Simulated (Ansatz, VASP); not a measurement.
Two plane-wave programs on Ge

```
CELL_PARAMETERS angstrom
0.00000 2.88574 5.11566
2.63050 0.00000 5.11566
2.63050 2.88574 0.00000
ATOMIC_POSITIONS crystal
Ge 0.78187 0.78187 0.21813
Ge 0.21813 0.21813 0.78187
Ge 0.27351 0.72649 0.27351
Ge 0.72649 0.27351 0.72649
```

Alike in both runs: task single point; functional r2SCAN; k mesh 6 × 6 × 6; occupations gaussian, width 0.1 eV; no spin polarisation.

```csv
,VASP,Ansatz
version,VASP 6.6.1,Ansatz 0.2.0
potentials or method,"VASP PAW PBE potentials, release 64 (Ge_d), cutoff 520 eV","scalar-relativistic, plane waves, PAW"
valence electrons in the cell,56,56
```

|  | VASP | Ansatz | Ansatz less VASP |
| --- | --- | --- | --- |
| gap on the k mesh at the Fermi level (eV) | none | none | - |
| pressure (GPa) | -2.3 | -2.1 | +0.11 |
| traceless stress, the component that is largest in VASP (GPa) | 1.43 | 1.41 | -0.024 |
| rms of the force components (eV/Å) | 0.034 | 0.034 | +0.0008 |

VASP's potentials were made for PBE, not for r2SCAN. Atom by atom the forces differ by 0.002 eV/Å (rms over components). A gap of «none» marks a metal or a gap that the smearing closes. With one functional, cell and mesh, what is left measures potentials, basis and numerics.
